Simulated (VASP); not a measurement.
# I (Cmce) in VASP: a series of runs

The runs below take I through single point, with PBE.

Program: VASP 6.6.1. These are calculated values, not measurements. Logs are shortened: lines on timing, memory, paths and dates and some standing lists are left out, and cuts for length are marked.

**1. The cell of the first run**

Symmetry: Cmce, No. 64, orthorhombic system. The conventional cell has a = 8.938 Å, b = 4.603 Å, c = 9.876 Å, α = 90.00°, β = 90.00°, γ = 90.00°. Within 3.7 Å of I (site symmetry m) lie 3 I at 2.81 to 3.42 Å.

**2. Single point, PBE**

Contents of INCAR:

```
SYSTEM = I
PREC = Accurate
ENCUT = 520
EDIFF = 1E-7
ISMEAR = -1
SIGMA = 0.1
LREAL = .False.
LASPH = .True.
NELM = 100
ALGO = Normal
ISIF = 2
LWAVE = .False.
LCHARG = .True.
GGA = PE
LELF = .True.
LVHAR = .True.
NBANDS = 22
```

Contents of KPOINTS:

```
Automatic mesh
0
Gamma
  4 4 2
  0 0 0
```

Contents of POSCAR:

```
I
1.0
    4.4691338427     -2.3015586392      0.0000000000
    4.4691338427      2.3015586392      0.0000000000
    0.0000000000      0.0000000000      9.8759876508
I
4
Direct
    0.8427352756      0.1572647244      0.1220149692
    0.6572647244      0.3427352756      0.6220149692
    0.1572647244      0.8427352756      0.8779850308
    0.3427352756      0.6572647244      0.3779850308
```

Potentials or basis: VASP PAW PBE potentials, release 64 (I).

The run is started by

```
$ cat potpaw_PBE.64/I/POTCAR > POTCAR
$ mpirun -np 1 vasp_std > vasp.out
```

OUTCAR:

```text
SYSTEM = I
   PREC = Accurate
   ENCUT = 520
   EDIFF = 1E-7
   ISMEAR = -1
   LREAL = .False.
   LASPH = .True.
   NELM = 100
   ISIF = 2
   GGA = PE

 ion  position               nearest neighbor table
   1  0.843  0.157  0.122-   3 2.81   4 3.42   4 3.42
   2  0.657  0.343  0.622-   4 2.81   3 3.42   3 3.42
   3  0.157  0.843  0.878-   1 2.81   2 3.42   2 3.42
   4  0.343  0.657  0.378-   2 2.81   1 3.42   1 3.42

  LATTYP: Found a base centered orthorhombic cell.
 ALAT       =     4.6031172784
 B/A-ratio  =     1.9417857823
 C/A-ratio  =     2.1454998979

  Lattice vectors:

 A1 = (  -4.4691338427,  -2.3015586392,   0.0000000000)
 A2 = (   4.4691338427,  -2.3015586392,   0.0000000000)
 A3 = (   0.0000000000,   0.0000000000,   9.8759876508)

Analysis of symmetry for initial positions (statically):
=====================================================================
 Subroutine PRICEL returns:
 Original cell was already a primitive cell.

 Routine SETGRP: Setting up the symmetry group for a
 base centered orthorhombic supercell.

 Subroutine GETGRP returns: Found  8 space group operations
 (whereof  4 operations were pure point group operations)
 out of a pool of  8 trial point group operations.

The static configuration has the point symmetry C_2h.
 The point group associated with its full space group is D_2h.

Analysis of symmetry for dynamics (positions and initial velocities):
=====================================================================
 Subroutine PRICEL returns:
 Original cell was already a primitive cell.

 Routine SETGRP: Setting up the symmetry group for a
 base centered orthorhombic supercell.

 Subroutine GETGRP returns: Found  8 space group operations
 (whereof  4 operations were pure point group operations)
 out of a pool of  8 trial point group operations.

The dynamic configuration has the point symmetry C_2h.
 The point group associated with its full space group is D_2h.

 Subroutine INISYM returns: Found  8 space group operations
 (whereof  4 operations are pure point group operations),
 and found     1 'primitive' translations

----------------------------------------------------------------------------------------

                                     Primitive cell

  volume of cell :     203.1683

[... 77 lines left out ...]
   LSORBIT =      F    spin-orbit coupling
   LASPH  =      T    aspherical Exc in radial PAW
   ENCUT  =  520.0 eV  38.22 Ry    6.18 a.u.   9.35  9.35 18.36*2*pi/ulx,y,z
   NELM   =    100;   NELMIN=  2; NELMDL= -5     # of ELM steps
   EDIFF  = 0.1E-06   stopping-criterion for ELM
   LREAL  =      F    real-space projection
   EDIFFG = 0.1E-05   stopping-criterion for IOM
   NSW    =      0    number of steps for IOM
   IBRION =     -1    ionic relax: 0-MD 1-quasi-New 2-CG
   NFREE  =      0    steps in history (QN), initial steepest desc. (CG)
   ISIF   =      2    stress and relaxation
   ISYM   =      2    0-nonsym 1-usesym 2-fastsym
   POTIM  = 0.5000    time-step for ionic-motion
   TEBEG  =    0.0;   TEEND  =   0.0 temperature during run
   PSTRESS=    0.0 pullay stress
   NELECT =      28.0000    total number of electrons
   NUPDOWN=      -1.0000    fix difference up-down
   EMIN   =  10.00;   EMAX   =-10.00  energy-range for DOS
   EFERMI =   0.00;   METHOD = LEGACY
   ISMEAR =    -1;   SIGMA  =   0.10  broadening in eV -4-tet -1-fermi 0-gaus
   EFERMI_NEDOS =   21; number of points for ismear=-14 and -15
   IALGO  =     38    algorithm
   IMIX   =      4    mixing-type and parameters
     AMIX     =   0.40;   BMIX     =  1.00
     AMIX_MAG =   1.60;   BMIX_MAG =  1.00
  volume/ion in A,a.u.               =      50.79       342.76
  Fermi-wavevector in a.u.,A,eV,Ry     =   0.845621  1.597991  9.729174  0.715074
  Thomas-Fermi vector in A             =   1.960838
   LORBIT       =      0    0 simple, 1 ext, 2 COOP (PROOUT), +10 PAW based schemes
   GGA     = PE    functional components
   LHFCALC =     F    Hartree Fock is set to
   AEXX    =    0.0000 exact exchange contribution
   IVDW    =     0    specifies the selected vdW correction
   LEPSILON=     F    determine dielectric tensor
   LRPA    =     F    only Hartree local field effects (RPA)
 non-spin polarized calculation
  energy-cutoff  :      520.00
  volume of cell :      203.17
 maximum number of plane-waves:      5512
 NGX is ok and might be reduce to    40
   NGX = 19   NGY = 19   NGZ = 37

 number of electron      28.0000000 magnetization

 Free energy of the ion-electron system (eV)
  ---------------------------------------------------
  ext. energy  EPLUGINS =         0.00000000
  ---------------------------------------------------
  free energy    TOTEN  =        -6.08649364 eV

  energy without entropy =       -6.08347876  energy(sigma->0) =       -6.08498620

 E-fermi :   1.6599     XC(G=0):  -7.1629

 val. band max:        1.1239357335   @ k =   0.0000   0.0000   0.0000
 cond. band min:       2.1518607845   @ k =   0.5000   0.5000   0.0000
 fundamental gap:      1.0279250510
 Fermi energy:         1.6598843493

 k-point     1 :       0.0000    0.0000    0.0000
  band No.  band energies     occupation
      1     -12.0951      2.00000
      2     -11.4579      2.00000
      3     -10.5680      2.00000
      4      -9.4544      2.00000
      5      -3.1686      2.00000
      6      -1.8455      2.00000
[... 339 lines left out ...]
     21       8.7399      0.00000
     22       8.7399      0.00000

------------------------ aborting loop because EDIFF is reached ----------------------------------------

  FORCE on cell =-STRESS in cart. coord.  units (eV):
  Direction    XX          YY          ZZ          XY          YZ          ZX
  --------------------------------------------------------------------------------------
  -------------------------------------------------------------------------------------
  Total        0.0366637     -0.0825190     -0.0485547      0.0000000     -0.0000000      0.0000000
  in kB        0.2891282     -0.6507414     -0.3829003      0.0000000     -0.0000000      0.0000000
  external PRESSURE =      -0.2481712 kB  Pullay stress =       0.0000000 kB

 VOLUME and BASIS-vectors are now :
 -----------------------------------------------------------------------------
  energy-cutoff  :      520.00
  volume of cell :      203.17
      direct lattice vectors                 reciprocal lattice vectors
     4.469133843 -2.301558639  0.000000000     0.111878502 -0.217244085  0.000000000
     4.469133843  2.301558639  0.000000000     0.111878502  0.217244085  0.000000000
     0.000000000  0.000000000  9.875987651     0.000000000  0.000000000  0.101255696

 POSITION                                       TOTAL-FORCE (eV/Angst)
 -----------------------------------------------------------------------------------
      4.46913     -1.57765      1.20502         0.000000     -0.021416     -0.014955
      4.46913     -0.72391      6.14301         0.000000      0.021416     -0.014955
      4.46913      1.57765      8.67097         0.000000      0.021416      0.014955
      4.46913      0.72391      3.73298         0.000000     -0.021416      0.014955
 -----------------------------------------------------------------------------------
    total drift:                                0.000000      0.000000     -0.000000

  FREE ENERGIE OF THE ION-ELECTRON SYSTEM (eV)
  ---------------------------------------------------
  free  energy   TOTEN  =        -6.0864936422 eV

  energy  without entropy=       -6.0834787616  energy(sigma->0) =       -6.08498620
```

OSZICAR:

```text
N       E                     dE             d eps       ncg     rms          rms(c)
DAV:   1     0.158701524144E+03    0.15870E+03   -0.98969E+03   616   0.994E+02
DAV:   2     0.730429361341E+01   -0.15140E+03   -0.14683E+03   868   0.153E+02
DAV:   3    -0.597528216448E+01   -0.13280E+02   -0.13242E+02   778   0.523E+01
DAV:   4    -0.629061766018E+01   -0.31534E+00   -0.31524E+00   798   0.943E+00
DAV:   5    -0.629966357826E+01   -0.90459E-02   -0.90458E-02   782   0.162E+00    0.869E+00
DAV:   6    -0.614084827368E+01    0.15882E+00   -0.14853E-01   718   0.167E+00    0.589E+00
DAV:   7    -0.609458436395E+01    0.46264E-01   -0.35351E-01   706   0.256E+00    0.588E-01
DAV:   8    -0.608628173243E+01    0.83026E-02   -0.45357E-02   682   0.973E-01    0.276E-01
DAV:   9    -0.608639185249E+01   -0.11012E-03   -0.10614E-03   760   0.182E-01    0.171E-01
DAV:  10    -0.608648662888E+01   -0.94776E-04   -0.12683E-04   712   0.621E-02    0.646E-02
DAV:  11    -0.608649094165E+01   -0.43128E-05   -0.36656E-05   736   0.293E-02    0.146E-02
DAV:  12    -0.608649241402E+01   -0.14724E-05   -0.10335E-05   724   0.164E-02    0.489E-03
DAV:  13    -0.608649334135E+01   -0.92733E-06   -0.17984E-06   736   0.652E-03    0.486E-03
DAV:  14    -0.608649368384E+01   -0.34250E-06   -0.18928E-07   548   0.245E-03    0.190E-03
DAV:  15    -0.608649364218E+01    0.41661E-07   -0.98418E-08   452   0.179E-03
   1 F= -.60864936E+01 E0= -.60849862E+01  d E =-.301488E-02
```

Wall time 69 s (1 thread of AMD EPYC 7R43 (Zen 3), shared host); peak memory 0.3 GiB.

Results:

```yaml
Free_energy: -6.0865 eV
Pressure: 0.0 GPa
Largest_force: 0.026 eV/Å
Band_gap_on_the_k_mesh: 1.03 eV (least direct gap 1.05 eV)
```

Forces on the atoms (eV/Å):
```
I    0.000 -0.021 -0.015
I    0.000  0.021 -0.015
I    0.000  0.021  0.015
I    0.000 -0.021  0.015
```

Stress tensor (GPa, compression positive):
```
 0.03  0.00  0.00
 0.00 -0.07  0.00
 0.00  0.00 -0.04
```

Caveat: spin-orbit coupling is left out, which moves the levels of the heavy elements.

**3. Single point, PBE**

Contents of INCAR:

```
PREC = Accurate ; ENCUT = 520
EDIFF = 1E-7 ; ISMEAR = -1
SIGMA = 0.05 ; LREAL = False
LASPH = True ; NELM = 80
ALGO = Normal ; ISIF = 2
LWAVE = False ; LCHARG = False
GGA = PE ; NBANDS = 22
```

Contents of KPOINTS:

```
Automatic mesh
0
Gamma
  7 7 3
```

Contents of POSCAR:

```
I
1.0
    4.4691335775     -2.3015586197      0.0000000000
    4.4691335775      2.3015586197      0.0000000000
    0.0000000000      0.0000000000      9.8759877929
I
4
Direct
    0.8427352896      0.1572647104      0.1220149726
    0.6572647104      0.3427352896      0.6220149726
    0.1572647104      0.8427352896      0.8779850274
    0.3427352896      0.6572647104      0.3779850274
```

Potentials or basis: VASP PAW PBE potentials, release 64 (I).

The run is started by

```
$ cat potpaw_PBE.64/I/POTCAR > POTCAR
$ mpirun -np 1 vasp_std > vasp.out
```

It took 1.8 min on 1 thread of AMD EPYC 7R13 (Zen 3), shared host; peak memory 0.35 GiB.

It converged, with:

- Free energy: -6.0928 eV
- Pressure: 0.0 GPa
- Largest force: 0.015 eV/Å
- Band gap on the k mesh: 1.02 eV (least direct gap 1.05 eV)

Forces in eV/Å, atoms in the order of the input:
```
I    0.000 -0.002 -0.015
I    0.000  0.002 -0.015
I    0.000  0.002  0.015
I    0.000 -0.002  0.015
```

Stress tensor (GPa, compression positive):
```
 0.03  0.00  0.00
 0.00 -0.03  0.00
 0.00  0.00 -0.15
```

Levels at points of the mesh, in eV from the valence-band top:
| k point | band 11 | band 12 | band 13 | band 14 | band 15 | band 16 | band 17 | band 18 |
| --- | --- | --- | --- | --- | --- | --- | --- | --- |
| (0.00, 0.00, 0.00) | -1.28 | -0.76 | -0.56 | 0.00 | 1.05 | 1.89 | 4.65 | 5.25 |

Caveat: spin-orbit coupling is left out, which moves the levels of the heavy elements; an odd mesh through Γ misses points on the zone boundary, where band edges can lie.

**4. Single point, PBE (52.82 Å³/atom)**

This run uses another cell than the first one, of 52.82 Å³/atom.

Contents of INCAR:

```
SYSTEM = I
  ALGO = Normal
  EDIFF = 1E-6
  ENCUT = 520
  GGA = PE
  ISIF = 2
  ISMEAR = -1
  LASPH = .TRUE.
  LCHARG = .FALSE.
  LREAL = .FALSE.
  LWAVE = .FALSE.
  NBANDS = 22
  NELM = 80
  PREC = Accurate
  SIGMA = 0.05
```

Contents of KPOINTS:

```
k-points
0
G
  7 7 3
  0 0 0
```

Contents of POSCAR:

```
I
1.0
    4.5279447110     -2.3318457589      0.0000000000
    4.5279447110      2.3318457589      0.0000000000
    0.0000000000      0.0000000000     10.0059499044
I
4
Direct
    0.8427352896      0.1572647104      0.1220149726
    0.6572647104      0.3427352896      0.6220149726
    0.1572647104      0.8427352896      0.8779850274
    0.3427352896      0.6572647104      0.3779850274
```

The run is started by

```
$ cat potpaw_PBE.64/I/POTCAR > POTCAR
$ mpirun -np 1 vasp_std > vasp.out
```

It took 98 s on 1 thread of AMD EPYC 7R13 (Zen 3), shared host; peak memory 0.36 GiB.

The run converged. Its results:

```yaml
Free_energy: -6.0728 eV
Pressure: -0.7 GPa
Largest_force: 0.191 eV/Å
Band_gap_on_the_k_mesh: 0.94 eV (least direct gap 0.97 eV)
```

Forces on the atoms (eV/Å):
```
I    0.000 -0.128 -0.142
I    0.000  0.128 -0.142
I    0.000  0.128  0.142
I    0.000 -0.128  0.142
```

Stress tensor (GPa, compression positive):
```
 0.01  0.00  0.00
 0.00 -0.71  0.00
 0.00  0.00 -1.45
```

Levels at points of the mesh, in eV from the valence-band top:
| k point | band 12 | band 13 | band 14 | band 15 | band 16 | band 17 |
| --- | --- | --- | --- | --- | --- | --- |
| (0.00, 0.00, 0.00) | -0.71 | -0.52 | 0.00 | 0.97 | 1.78 | 4.72 |

Caveat: spin-orbit coupling is left out, which moves the levels of the heavy elements; an odd mesh through Γ misses points on the zone boundary, where band edges can lie.

**5. Summary**

```tsv
cell	k mesh	smearing	gap on the mesh (eV)	pressure (GPa)	largest force (eV/Å)
a = 5.027, b = 5.027, c = 9.876 Å, angles 90.0, 90.0, 54.5°, 4 atoms	4 × 4 × 2	fermi-dirac 0.1 eV	1.03	0.0	0.03
a = 5.027, b = 5.027, c = 9.876 Å, angles 90.0, 90.0, 54.5°, 4 atoms	7 × 7 × 3	fermi-dirac 0.05 eV	1.02	0.0	0.02
a = 5.093, b = 5.093, c = 10.006 Å, angles 90.0, 90.0, 54.5°, 4 atoms	7 × 7 × 3	fermi-dirac 0.05 eV	0.94	-0.7	0.19
```

Alike in all rows: task single point; level PBE; potentials or basis VASP PAW PBE potentials, release 64 (I); no spin polarisation; cutoff (eV) 520.

Caveats: spin-orbit coupling is left out, which moves the levels of the heavy elements; an odd mesh through Γ misses points on the zone boundary, where band edges can lie (at least some runs).

Total energies depend on the potentials used, so only differences within one code and one set of settings carry meaning.
